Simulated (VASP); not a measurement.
# P in VASP: single point with PBE+D3(BJ)

Aim: the single point of P with PBE+D3(BJ).

All numbers are computed with VASP 6.6.1; they aren't measurements. Logs are shortened: lines on timing, memory, paths and dates and some standing lists are left out, and cuts for length are marked.

## (1) The cell of the first run

The cell holds a sheet with vacuum, 4 atoms: a = 3.314 Å, b = 4.376 Å, c = 28.062 Å, α = 90.00°, β = 90.00°, γ = 90.00°.

## (2) Single point, PBE+D3(BJ)

INCAR reads:

```
PREC = Accurate ; ENCUT = 520
EDIFF = 1E-7 ; ISMEAR = 0
SIGMA = 0.02 ; LREAL = False
LASPH = True ; NELM = 60
ALGO = Normal ; ISIF = 2
LWAVE = False ; LCHARG = True
LDIPOL = True ; IDIPOL = 3
DIPOL = 0.5 0.5 0.323 ; GGA = PE
IVDW = 12 ; LELF = True
LVHAR = True ; LVACPOTAV = True
NBANDS = 18
```

KPOINTS reads:

```
Automatic mesh
0
Gamma
  12 9 1
```

POSCAR reads:

```
P
1.0
    3.3136000000      0.0000000000      0.0000000000
    0.0000000000      4.3763000000      0.0000000000
    0.0000000000      0.0000000000     28.0616121588
P
4
Direct
    0.0000000000      0.0805606490      0.3610098972
    0.0000000000      0.9194393510      0.2850971752
    0.5000000000      0.5805606490      0.2850971752
    0.5000000000      0.4194393510      0.3610098972
```

Potentials or basis: VASP PAW PBE potentials, release 64 (P).

Launch:

```
$ cat potpaw_PBE.64/P/POTCAR > POTCAR
$ mpirun -np 1 vasp_std > vasp.out
```

OUTCAR:

```text
PREC = Accurate
   ENCUT = 520
   EDIFF = 1E-7
   ISMEAR = 0
   LREAL = False
   LASPH = True
   NELM = 60
   ISIF = 2
   GGA = PE
   IVDW = 12
 IVDW          = 12

 ion  position               nearest neighbor table
   1  0.000  0.081  0.361-   4 2.22   4 2.22   2 2.24
   2  0.000  0.919  0.285-   3 2.22   3 2.22   1 2.24
   3  0.500  0.581  0.285-   2 2.22   2 2.22   4 2.24
   4  0.500  0.419  0.361-   1 2.22   1 2.22   3 2.24

  LATTYP: Found a simple orthorhombic cell.
 ALAT       =     3.3136000000
 B/A-ratio  =     1.3207085949
 C/A-ratio  =     8.4686178654

  Lattice vectors:

 A1 = (   3.3136000000,   0.0000000000,   0.0000000000)
 A2 = (   0.0000000000,   4.3763000000,   0.0000000000)
 A3 = (   0.0000000000,   0.0000000000,  28.0616121588)

Analysis of symmetry for initial positions (statically):
=====================================================================
 Subroutine PRICEL returns:
 Original cell was already a primitive cell.

 Routine SETGRP: Setting up the symmetry group for a
 simple orthorhombic supercell.

 Subroutine GETGRP returns: Found  8 space group operations
 (whereof  2 operations were pure point group operations)
 out of a pool of  8 trial point group operations.

The static configuration has the point symmetry C_1h.
 The point group associated with its full space group is D_2h.

Analysis of symmetry for dynamics (positions and initial velocities):
=====================================================================
 Subroutine PRICEL returns:
 Original cell was already a primitive cell.

 Routine SETGRP: Setting up the symmetry group for a
 simple orthorhombic supercell.

 Subroutine GETGRP returns: Found  8 space group operations
 (whereof  2 operations were pure point group operations)
 out of a pool of  8 trial point group operations.

The dynamic configuration has the point symmetry C_1h.
 The point group associated with its full space group is D_2h.

 Subroutine INISYM returns: Found  8 space group operations
 (whereof  2 operations are pure point group operations),
 and found     1 'primitive' translations

----------------------------------------------------------------------------------------

                                     Primitive cell

  volume of cell :     406.9301

  direct lattice vectors                    reciprocal lattice vectors
     3.313600000  0.000000000  0.000000000     0.301786577  0.000000000  0.000000000
     0.000000000  4.376300000  0.000000000     0.000000000  0.228503530  0.000000000
     0.000000000  0.000000000 28.061612159     0.000000000  0.000000000  0.035635871

  length of vectors
     3.313600000  4.376300000 28.061612159     0.301786577  0.228503530  0.035635871

  position of ions in fractional coordinates (direct lattice)
     0.000000000  0.080560649  0.361009897
     0.000000000  0.919439351  0.285097175
     0.500000000  0.580560649  0.285097175
     0.500000000  0.419439351  0.361009897

  ion indices of the primitive-cell ions
   primitive index   ion index
                 1           1
                 2           2
                 3           3
                 4           4

----------------------------------------------------------------------------------------

 KPOINTS: Automatic mesh

Automatic generation of k-mesh.
 Grid dimensions read from file:
 generate k-points for:   12    9    1

 Generating k-lattice:

  Cartesian coordinates                     Fractional coordinates (reciprocal lattice)
     0.025148881  0.000000000  0.000000000     0.083333333  0.000000000  0.000000000
     0.000000000  0.025389281  0.000000000     0.000000000  0.111111111  0.000000000
     0.000000000  0.000000000  0.035635871     0.000000000  0.000000000  1.000000000

  Length of vectors
     0.025148881  0.025389281  0.035635871

  Shift w.r.t. Gamma in fractional coordinates (k-lattice)
     0.000000000  0.000000000  0.000000000

 Subroutine IBZKPT returns following result:
 ===========================================

 Found     35 irreducible k-points:

 Following reciprocal coordinates:
            Coordinates               Weight
  0.000000  0.000000  0.000000      1.000000
  0.083333  0.000000  0.000000      2.000000
  0.166667  0.000000  0.000000      2.000000
  0.250000  0.000000  0.000000      2.000000
  0.333333  0.000000  0.000000      2.000000
  0.416667  0.000000  0.000000      2.000000
[... 16 lines left out ...]
  0.083333  0.333333  0.000000      4.000000
  0.166667  0.333333  0.000000      4.000000
 [... further k-points ...]
   k-points           NKPTS =     35   k-points in BZ     NKDIM =     35   number of bands    NBANDS=     18
   number of dos      NEDOS =    301   number of ions     NIONS =      4
   total plane-waves  NPLWV = 211680
   dimension x,y,z NGX =    28 NGY =   36 NGZ =  210
   dimension x,y,z NGXF=    56 NGYF=   72 NGZF=  420
   ions per type =               4
   NGX,Y,Z   is equivalent  to a cutoff of  14.05, 13.68, 12.44 a.u.
   NGXF,Y,Z  is equivalent  to a cutoff of  28.10, 27.35, 24.88 a.u.
 SYSTEM =  unknown system
   PREC   = accura    normal or accurate (medium, high low for compatibility)
   ISTART =      0    job   : 0-new  1-cont  2-samecut
   ICHARG =      2    charge: 1-file 2-atom 10-const
   ISPIN  =      1    spin polarized calculation?
   LNONCOLLINEAR =      F non collinear calculations
   LSORBIT =      F    spin-orbit coupling
   LASPH  =      T    aspherical Exc in radial PAW
   ENCUT  =  520.0 eV  38.22 Ry    6.18 a.u.   6.16  8.14 52.18*2*pi/ulx,y,z
   NELM   =     60;   NELMIN=  2; NELMDL= -5     # of ELM steps
   EDIFF  = 0.1E-06   stopping-criterion for ELM
   LREAL  =      F    real-space projection
   EDIFFG = 0.1E-05   stopping-criterion for IOM
   NSW    =      0    number of steps for IOM
   IBRION =     -1    ionic relax: 0-MD 1-quasi-New 2-CG
   NFREE  =      0    steps in history (QN), initial steepest desc. (CG)
   ISIF   =      2    stress and relaxation
   ISYM   =      2    0-nonsym 1-usesym 2-fastsym
   POTIM  = 0.5000    time-step for ionic-motion
   TEBEG  =    0.0;   TEEND  =   0.0 temperature during run
   PSTRESS=    0.0 pullay stress
   NELECT =      20.0000    total number of electrons
   NUPDOWN=      -1.0000    fix difference up-down
   EMIN   =  10.00;   EMAX   =-10.00  energy-range for DOS
   EFERMI =   0.00;   METHOD = LEGACY
   ISMEAR =     0;   SIGMA  =   0.02  broadening in eV -4-tet -1-fermi 0-gaus
   EFERMI_NEDOS =   21; number of points for ismear=-14 and -15
   IALGO  =     38    algorithm
   IMIX   =      4    mixing-type and parameters
     AMIX     =   0.40;   BMIX     =  1.00
     AMIX_MAG =   1.60;   BMIX_MAG =  1.00
  volume/ion in A,a.u.               =     101.73       686.52
  Fermi-wavevector in a.u.,A,eV,Ry     =   0.599669  1.133210  4.892694  0.359603
  Thomas-Fermi vector in A             =   1.651238
   LORBIT       =      0    0 simple, 1 ext, 2 COOP (PROOUT), +10 PAW based schemes
   GGA     = PE    functional components
   LHFCALC =     F    Hartree Fock is set to
   AEXX    =    0.0000 exact exchange contribution
   IVDW    =    12    specifies the selected vdW correction
   LEPSILON=     F    determine dielectric tensor
   LRPA    =     F    only Hartree local field effects (RPA)
 non-spin polarized calculation
 Gauss-broadening in eV      SIGMA  =   0.02
  energy-cutoff  :      520.00
  volume of cell :      406.93
 maximum number of plane-waves:     10997
 NGX is ok and might be reduce to    28
   NGX = 13   NGY = 17   NGZ =105

 dipolmoment           0.000000      0.000000     -0.000089 electrons x Angstroem

 number of electron      20.0000000 magnetization

 dipolmoment           0.000000      0.000000      0.000001 electrons x Angstroem

 Free energy of the ion-electron system (eV)
  ---------------------------------------------------
  ext. energy  EPLUGINS =         0.00000000
  ---------------------------------------------------
  free energy    TOTEN  =       -21.43911209 eV

  energy without entropy =      -21.43911209  energy(sigma->0) =      -21.43911209

 E-fermi :  -2.6593     XC(G=0):  -2.2342

 val. band max:       -2.8111122662   @ k =   0.0000   0.0000   0.0000
 cond. band min:      -2.1187572340   @ k =   0.0000   0.0000   0.0000
 fundamental gap:      0.6923550322
 Fermi energy:        -2.6593020237

 k-point     1 :       0.0000    0.0000    0.0000
  band No.  band energies     occupation
      1     -18.0020      2.00000
      2     -15.3419      2.00000
      3     -11.7715      2.00000
      4      -8.6174      2.00000
      5      -7.5438      2.00000
      6      -7.3050      2.00000
[... 10 lines left out ...]
     17       2.1479      0.00000
     18       2.4231      0.00000

 k-point     2 :       0.0833    0.0000    0.0000
  band No.  band energies     occupation
      1     -17.9196      2.00000
      2     -15.2563      2.00000
      3     -11.8301      2.00000
      4      -8.5521      2.00000
      5      -7.4701      2.00000
      6      -7.4139      2.00000
[... 10 lines left out ...]
     17       2.2433      0.00000
     18       2.5038      0.00000

 k-point     3 :       0.1667    0.0000    0.0000
  band No.  band energies     occupation
      1     -17.6737      2.00000
      2     -15.0001      2.00000
      3     -12.0614      2.00000
      4      -8.3622      2.00000
      5      -7.9300      2.00000
      6      -7.5686      2.00000
[... 10 lines left out ...]
     17       2.0567      0.00000
     18       2.5286      0.00000

 k-point     4 :       0.2500    0.0000    0.0000
  band No.  band energies     occupation
      1     -17.2675      2.00000
      2     -14.5750      2.00000
      3     -12.5743      2.00000
      4      -8.9467      2.00000
      5      -8.0697      2.00000
      6      -8.0426      2.00000
[... 375 lines left out ...]
      4     -10.4380      2.00000
      5      -6.7625      2.00000
      6      -5.9304      2.00000
[... 10 lines left out ...]
     17       2.4115      0.00000
     18       2.7436      0.00000

 k-point    23 :       0.0833    0.3333    0.0000
  band No.  band energies     occupation
      1     -17.3173      2.00000
      2     -15.9153      2.00000
      3     -11.9868      2.00000
      4     -10.3973      2.00000
      5      -6.7445      2.00000
      6      -6.7250      2.00000
[... 10 lines left out ...]
     17       2.5033      0.00000
     18       2.7862      0.00000

 k-point    24 :       0.1667    0.3333    0.0000
  band No.  band energies     occupation
      1     -17.0778      2.00000
      2     -15.6836      2.00000
      3     -11.9547      2.00000
      4     -10.3135      2.00000
      5      -7.8595      2.00000
      6      -6.9800      2.00000
[... 10 lines left out ...]
     17       2.7329      0.00000
     18       2.7735      0.00000

 [... further k-points ...]

------------------------ aborting loop because EDIFF is reached ----------------------------------------

 vacuum level on the upper side and lower side of the slab       (xc-potential included)        -0.103        -0.102

 Edisp (eV)   -0.99872

 E8    (eV) :    -0.4053

  FORCE on cell =-STRESS in cart. coord.  units (eV):
  Direction    XX          YY          ZZ          XY          YZ          ZX
  --------------------------------------------------------------------------------------
  -------------------------------------------------------------------------------------
  Total      -0.39385     0.06047    -0.20002     0.00000     0.00000     0.00000
  in kB      -1.55069     0.23810    -0.78754     0.00000     0.00000     0.00000
  external pressure =       -0.70 kB  Pullay stress =        0.00 kB

 VOLUME and BASIS-vectors are now :
 -----------------------------------------------------------------------------
  energy-cutoff  :      520.00
  volume of cell :      406.93
      direct lattice vectors                 reciprocal lattice vectors
     3.313600000  0.000000000  0.000000000     0.301786577  0.000000000  0.000000000
     0.000000000  4.376300000  0.000000000     0.000000000  0.228503530  0.000000000
     0.000000000  0.000000000 28.061612159     0.000000000  0.000000000  0.035635871

 POSITION                                       TOTAL-FORCE (eV/Angst)
 -----------------------------------------------------------------------------------
      0.00000      0.35256     10.13052        -0.000000      0.033825     -0.043352
      0.00000      4.02374      8.00029         0.000000     -0.033825      0.043352
      1.65680      2.54071      8.00029        -0.000000      0.033825      0.043352
      1.65680      1.83559     10.13052         0.000000     -0.033825     -0.043352
 -----------------------------------------------------------------------------------
    total drift:                                0.000000     -0.000000      0.000011

  FREE ENERGIE OF THE ION-ELECTRON SYSTEM (eV)
  ---------------------------------------------------
  free  energy   TOTEN  =       -22.4378367554 eV

  energy  without entropy=      -22.4378367554  energy(sigma->0) =      -22.43783676

 vacuum level on the upper side and lower side of the slab         2.049         2.049
```

Wall time 7.3 min (1 thread of Intel Xeon Platinum 8259CL at 2.50GHz (Skylake/Cascade Lake), shared host); peak memory 0.57 GiB.

What came out:

| Property | Result |
| --- | --- |
| Free energy | -22.4378 eV |
| Largest force | 0.055 eV/Å |
| Band gap on the k mesh | 0.69 eV, direct |
| Dispersion energy per atom | -0.250 eV |
| Ionisation potential of the upper face | 4.86 eV |

Forces in eV/Å, atoms in the order of the input:
```
P    0.000  0.034 -0.043
P    0.000 -0.034  0.043
P    0.000  0.034  0.043
P    0.000 -0.034 -0.043
```

Levels at points of the mesh, in eV from the valence-band top:
```tsv
k point	band 6	band 7	band 8	band 9	band 10	band 11	band 12	band 13	band 14	band 15
(0.00, 0.00, 0.00)	-4.49	-3.58	-1.93	-1.85	0.00	0.69	1.47	2.65	3.46	4.34
(0.50, 0.00, 0.00)	-4.75	-2.75	-2.75	-2.07	-2.07	1.34	1.34	1.89	1.89	3.46
```
